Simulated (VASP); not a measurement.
# Ag (P6_3/mmc) in VASP: single point with PBEsol

Aim: the single point of Ag with PBEsol.

Everything below comes from runs of VASP 6.6.1. Logs are shortened: lines on timing, memory, paths and dates and some standing lists are left out, and cuts for length are marked.

### Step 1. The cell of the first run

It takes space group P6_3/mmc (No. 194, hexagonal). The conventional cell has a = 2.930 Å, b = 2.930 Å, c = 4.790 Å, α = 90.00°, β = 90.00°, γ = 120.00°. Ag (site symmetry -6m2) has 12 Ag at 2.93 Å within 3.9 Å.

### Step 2. Single point, PBEsol

INCAR reads:

```
SYSTEM = Ag
  ALGO = Normal
  EDIFF = 1E-6
  ENCUT = 500
  GGA = PS
  GGA_COMPAT = .FALSE.
  ISIF = 2
  ISMEAR = -1
  LASPH = .TRUE.
  LCHARG = .FALSE.
  LREAL = .FALSE.
  LWAVE = .FALSE.
  NBANDS = 18
  NELM = 120
  PREC = Accurate
  SIGMA = 0.1
```

KPOINTS reads:

```
k-points
0
G
  9 9 5
  0 0 0
```

POSCAR reads:

```
Ag
1.0
    2.9300000000      0.0000000000      0.0000000000
   -1.4650000000      2.5374544300      0.0000000000
    0.0000000000      0.0000000000      4.7900000000
Ag
2
Direct
    0.3333333333      0.6666666667      0.2500000000
    0.6666666667      0.3333333333      0.7500000000
```

Potentials or basis: VASP PAW PBE potentials, release 64 (Ag).

On the command line:

```sh
cat potpaw_PBE.64/Ag/POTCAR > POTCAR
mpirun -np 1 vasp_std > vasp.out
```

OUTCAR:

```text
SYSTEM = Ag
   EDIFF = 1E-6
   ENCUT = 500
   GGA = PS
   ISIF = 2
   ISMEAR = -1
   LASPH = .TRUE.
   LREAL = .FALSE.
   NELM = 120
   PREC = Accurate

 ion  position               nearest neighbor table
   1  0.333  0.667  0.250-   2 2.93   2 2.93   2 2.93   2 2.93   2 2.93   2 2.93
   2  0.667  0.333  0.750-   1 2.93   1 2.93   1 2.93   1 2.93   1 2.93   1 2.93

  LATTYP: Found a hexagonal cell.
 ALAT       =     2.9300000000
 C/A-ratio  =     1.6348122867

  Lattice vectors:

 A1 = (   2.9300000000,   0.0000000000,   0.0000000000)
 A2 = (  -1.4650000000,   2.5374544300,   0.0000000000)
 A3 = (   0.0000000000,   0.0000000000,   4.7900000000)

Analysis of symmetry for initial positions (statically):
=====================================================================
 Subroutine PRICEL returns:
 Original cell was already a primitive cell.

 Routine SETGRP: Setting up the symmetry group for a
 hexagonal supercell.

 Subroutine GETGRP returns: Found 24 space group operations
 (whereof 12 operations were pure point group operations)
 out of a pool of 24 trial point group operations.

The static configuration has the point symmetry D_3d.
 The point group associated with its full space group is D_6h.

Analysis of symmetry for dynamics (positions and initial velocities):
=====================================================================
 Subroutine PRICEL returns:
 Original cell was already a primitive cell.

 Routine SETGRP: Setting up the symmetry group for a
 hexagonal supercell.

 Subroutine GETGRP returns: Found 24 space group operations
 (whereof 12 operations were pure point group operations)
 out of a pool of 24 trial point group operations.

The dynamic configuration has the point symmetry D_3d.
 The point group associated with its full space group is D_6h.

 Subroutine INISYM returns: Found 24 space group operations
 (whereof 12 operations are pure point group operations),
 and found     1 'primitive' translations

----------------------------------------------------------------------------------------

                                     Primitive cell

  volume of cell :      35.6124

  direct lattice vectors                    reciprocal lattice vectors
     2.930000000  0.000000000  0.000000000     0.341296928  0.197047874  0.000000000
    -1.465000000  2.537454430  0.000000000     0.000000000  0.394095747  0.000000000
     0.000000000  0.000000000  4.790000000     0.000000000  0.000000000  0.208768267

  length of vectors
     2.930000000  2.929999997  4.790000000     0.394095747  0.394095747  0.208768267

  position of ions in fractional coordinates (direct lattice)
     0.333333333  0.666666667  0.250000000
     0.666666667  0.333333333  0.750000000

  ion indices of the primitive-cell ions
   primitive index   ion index
                 1           1
                 2           2

----------------------------------------------------------------------------------------

 KPOINTS: k-points

Automatic generation of k-mesh.
 Grid dimensions read from file:
 generate k-points for:    9    9    5

 Generating k-lattice:

  Cartesian coordinates                     Fractional coordinates (reciprocal lattice)
     0.037921881  0.021894208  0.000000000     0.111111111  0.000000000  0.000000000
     0.000000000  0.043788416  0.000000000     0.000000000  0.111111111  0.000000000
     0.000000000  0.000000000  0.041753653     0.000000000  0.000000000  0.200000000

  Length of vectors
     0.043788416  0.043788416  0.041753653

  Shift w.r.t. Gamma in fractional coordinates (k-lattice)
     0.000000000  0.000000000  0.000000000

 Subroutine IBZKPT returns following result:
 ===========================================

 Found     36 irreducible k-points:

 Following reciprocal coordinates:
            Coordinates               Weight
  0.000000  0.000000  0.000000      1.000000
  0.111111 -0.000000  0.000000      6.000000
  0.222222 -0.000000  0.000000      6.000000
  0.333333 -0.000000  0.000000      6.000000
  0.444444 -0.000000  0.000000      6.000000
  0.111111  0.111111  0.000000      6.000000
[... 16 lines left out ...]
  0.333333  0.222222  0.200000     24.000000
  0.333333  0.333333  0.200000      4.000000
 [... further k-points ...]
   k-points           NKPTS =     36   k-points in BZ     NKDIM =     36   number of bands    NBANDS=     18
   number of dos      NEDOS =    301   number of ions     NIONS =      2
   total plane-waves  NPLWV =  20736
   dimension x,y,z NGX =    24 NGY =   24 NGZ =   36
   dimension x,y,z NGXF=    48 NGYF=   48 NGZF=   72
   ions per type =               2
   NGX,Y,Z   is equivalent  to a cutoff of  13.62, 13.62, 12.49 a.u.
   NGXF,Y,Z  is equivalent  to a cutoff of  27.23, 27.23, 24.99 a.u.
 SYSTEM =  Ag
   PREC   = accura    normal or accurate (medium, high low for compatibility)
   ISTART =      0    job   : 0-new  1-cont  2-samecut
   ICHARG =      2    charge: 1-file 2-atom 10-const
   ISPIN  =      1    spin polarized calculation?
   LNONCOLLINEAR =      F non collinear calculations
   LSORBIT =      F    spin-orbit coupling
   LASPH  =      T    aspherical Exc in radial PAW
   ENCUT  =  500.0 eV  36.75 Ry    6.06 a.u.   5.34  5.34  8.73*2*pi/ulx,y,z
   NELM   =    120;   NELMIN=  2; NELMDL= -5     # of ELM steps
   EDIFF  = 0.1E-05   stopping-criterion for ELM
   LREAL  =      F    real-space projection
   EDIFFG = 0.1E-04   stopping-criterion for IOM
   NSW    =      0    number of steps for IOM
   IBRION =     -1    ionic relax: 0-MD 1-quasi-New 2-CG
   NFREE  =      0    steps in history (QN), initial steepest desc. (CG)
   ISIF   =      2    stress and relaxation
   ISYM   =      2    0-nonsym 1-usesym 2-fastsym
   POTIM  = 0.5000    time-step for ionic-motion
   TEBEG  =    0.0;   TEEND  =   0.0 temperature during run
   PSTRESS=    0.0 pullay stress
   NELECT =      22.0000    total number of electrons
   NUPDOWN=      -1.0000    fix difference up-down
   EMIN   =  10.00;   EMAX   =-10.00  energy-range for DOS
   EFERMI =   0.00;   METHOD = LEGACY
   ISMEAR =    -1;   SIGMA  =   0.10  broadening in eV -4-tet -1-fermi 0-gaus
   EFERMI_NEDOS =   21; number of points for ismear=-14 and -15
   IALGO  =     38    algorithm
   IMIX   =      4    mixing-type and parameters
     AMIX     =   0.40;   BMIX     =  1.00
     AMIX_MAG =   1.60;   BMIX_MAG =  1.00
  volume/ion in A,a.u.               =      17.81       120.16
  Fermi-wavevector in a.u.,A,eV,Ry     =   1.394276  2.634799 26.449782  1.944004
  Thomas-Fermi vector in A             =   2.517840
   LORBIT       =      0    0 simple, 1 ext, 2 COOP (PROOUT), +10 PAW based schemes
   GGA     = PS    functional components
   LHFCALC =     F    Hartree Fock is set to
   AEXX    =    0.0000 exact exchange contribution
   IVDW    =     0    specifies the selected vdW correction
   LEPSILON=     F    determine dielectric tensor
   LRPA    =     F    only Hartree local field effects (RPA)
 non-spin polarized calculation
  energy-cutoff  :      500.00
  volume of cell :       35.61
 maximum number of plane-waves:       917
 NGX is ok and might be reduce to    24
   NGX = 11   NGY = 11   NGZ = 17

 number of electron      22.0000005 magnetization

 Free energy of the ion-electron system (eV)
  ---------------------------------------------------
  ext. energy  EPLUGINS =         0.00000000
  ---------------------------------------------------
  free energy    TOTEN  =        -6.60157576 eV

  energy without entropy =       -6.59424242  energy(sigma->0) =       -6.59790909

 E-fermi :   7.7093     XC(G=0): -12.1549

 val. band max:        7.5556388192   @ k =   0.1111   0.1111   0.2000
 cond. band min:       7.9149790808   @ k =   0.2222  -0.0000   0.2000
 fundamental gap:      0.3593402616
 Fermi energy:         7.7093446663

 k-point     1 :       0.0000    0.0000    0.0000
  band No.  band energies     occupation
      1       0.1283      2.00000
      2       1.5137      2.00000
      3       3.0155      2.00000
      4       3.1044      2.00000
      5       3.1044      2.00000
      6       3.3255      2.00000
[... 10 lines left out ...]
     17      25.3707      0.00000
     18      25.3707      0.00000

 k-point     2 :       0.1111   -0.0000    0.0000
  band No.  band energies     occupation
      1       0.4541      2.00000
      2       1.6941      2.00000
      3       2.8575      2.00000
      4       3.2222      2.00000
      5       3.2728      2.00000
      6       3.3081      2.00000
[... 10 lines left out ...]
     17      25.2878      0.00000
     18      26.2549      0.00000

 k-point     3 :       0.2222   -0.0000    0.0000
  band No.  band energies     occupation
      1       1.2769      2.00000
      2       1.9654      2.00000
      3       2.7776      2.00000
      4       2.8974      2.00000
      5       3.1460      2.00000
      6       3.3624      2.00000
[... 10 lines left out ...]
     17      23.5777      0.00000
     18      25.0526      0.00000

 k-point     4 :       0.3333   -0.0000    0.0000
  band No.  band energies     occupation
      1       1.7632      2.00000
      2       1.9085      2.00000
      3       2.2958      2.00000
      4       3.1602      2.00000
      5       3.2802      2.00000
      6       3.3366      2.00000
[... 10 lines left out ...]
     17      20.6408      0.00000
     18      24.1239      0.00000

 k-point     5 :       0.4444   -0.0000    0.0000
  band No.  band energies     occupation
      1       1.6139      2.00000
      2       1.9064      2.00000
      3       1.9687      2.00000
      4       3.0402      2.00000
      5       3.3468      2.00000
      6       3.4861      2.00000
[... 10 lines left out ...]
     17      18.2489      0.00000
     18      23.3664      0.00000

 k-point     6 :       0.1111    0.1111    0.0000
  band No.  band energies     occupation
      1       1.0492      2.00000
      2       1.9688      2.00000
      3       2.6677      2.00000
      4       3.1355      2.00000
      5       3.1857      2.00000
      6       3.3264      2.00000
[... 10 lines left out ...]
     17      25.2350      0.00000
     18      25.2360      0.00000

 k-point     7 :       0.2222    0.1111    0.0000
  band No.  band energies     occupation
      1       1.8602      2.00000
      2       2.0834      2.00000
      3       2.5309      2.00000
      4       2.7233      2.00000
      5       3.1211      2.00000
      6       3.2135      2.00000
[... 10 lines left out ...]
     17      22.7013      0.00000
     18      23.7841      0.00000

 k-point     8 :       0.3333    0.1111    0.0000
  band No.  band energies     occupation
      1       1.8511      2.00000
      2       2.0715      2.00000
      3       2.0971      2.00000
      4       3.0149      2.00000
      5       3.3590      2.00000
      6       3.4002      2.00000
[... 10 lines left out ...]
     17      19.4882      0.00000
     18      22.7525      0.00000
[... 229 lines left out ...]
     17      22.3910      0.00000
     18      24.3171      0.00000

 k-point    20 :       0.3333    0.1111    0.2000
  band No.  band energies     occupation
      1       1.7753      2.00000
      2       1.9560      2.00000
      3       2.4971      2.00000
      4       2.6517      2.00000
      5       3.1087      2.00000
      6       3.5402      2.00000
[... 10 lines left out ...]
     17      21.3865      0.00000
     18      21.6580      0.00000

 k-point    21 :       0.4444    0.1111    0.2000
  band No.  band energies     occupation
      1       1.6840      2.00000
      2       1.8371      2.00000
      3       2.4416      2.00000
      4       2.6889      2.00000
      5       3.0046      2.00000
      6       3.7088      2.00000
[... 10 lines left out ...]
     17      19.2044      0.00000
     18      21.1134      0.00000

 k-point    22 :       0.2222    0.2222    0.2000
  band No.  band energies     occupation
      1       2.1033      2.00000
      2       2.2307      2.00000
      3       2.4574      2.00000
      4       2.5800      2.00000
      5       3.2517      2.00000
      6       3.3478      2.00000
[... 10 lines left out ...]
     17      19.3744      0.00000
     18      23.4242      0.00000

 k-point    23 :       0.3333    0.2222    0.2000
  band No.  band energies     occupation
      1       1.9582      2.00000
      2       2.2508      2.00000
      3       2.4911      2.00000
      4       2.6620      2.00000
      5       3.0054      2.00000
      6       3.4999      2.00000
[... 10 lines left out ...]
     17      18.9223      0.00000
     18      20.8709      0.00000

 k-point    24 :       0.3333    0.3333    0.2000
  band No.  band energies     occupation
      1       2.1140      2.00000
      2       2.3943      2.00000
      3       2.3943      2.00000
      4       2.8415      2.00000
      5       3.1008      2.00000
      6       3.1008      2.00000
[... 10 lines left out ...]
     17      20.4718      0.00000
     18      20.4718      0.00000

 [... further k-points ...]
[... 5 lines left out ...]
  --------------------------------------------------------------------------------------
  -------------------------------------------------------------------------------------
  Total       -1.6261251     -1.6261251     -1.2712890      0.0000000     -0.0000000      0.0000000
  in kB      -73.1582235    -73.1582234    -57.1943984      0.0000000     -0.0000000      0.0000000
  external PRESSURE =     -67.8369484 kB  Pullay stress =       0.0000000 kB

 VOLUME and BASIS-vectors are now :
 -----------------------------------------------------------------------------
  energy-cutoff  :      500.00
  volume of cell :       35.61
      direct lattice vectors                 reciprocal lattice vectors
     2.930000000  0.000000000  0.000000000     0.341296928  0.197047874  0.000000000
    -1.465000000  2.537454430  0.000000000     0.000000000  0.394095747  0.000000000
     0.000000000  0.000000000  4.790000000     0.000000000  0.000000000  0.208768267

 POSITION                                       TOTAL-FORCE (eV/Angst)
 -----------------------------------------------------------------------------------
     -0.00000      1.69164      1.19750        -0.000000      0.000000      0.000000
      1.46500      0.84582      3.59250         0.000000     -0.000000      0.000000
 -----------------------------------------------------------------------------------
    total drift:                               -0.000000      0.000000     -0.000000

  FREE ENERGIE OF THE ION-ELECTRON SYSTEM (eV)
  ---------------------------------------------------
  free  energy   TOTEN  =        -6.6015757600 eV

  energy  without entropy=       -6.5942424206  energy(sigma->0) =       -6.59790909
```

Run time: 12 s. Hardware: 1 thread of Intel Xeon Platinum 8259CL at 2.50GHz (Skylake/Cascade Lake), shared host; peak memory 0.15 GiB.

What came out:

```yaml
Free_energy: -6.6016 eV
Pressure: -6.8 GPa
Band_gap_on_the_k_mesh: zero (band 11 reaches 11.41 eV, above the bottom of band 12 at 4.43 eV)
```

Levels at points of the mesh, in eV from the Fermi level:
```
           k point  band 8  band 9  band 10  band 11  band 12  band 13  band 14  band 15
(0.00, 0.00, 0.00)   -4.05   -4.05    -3.10    -3.10    -0.41     3.26    15.43    17.28
```

Caveat: the PAW data sets were made with another functional, which shifts forces and pressure a little.
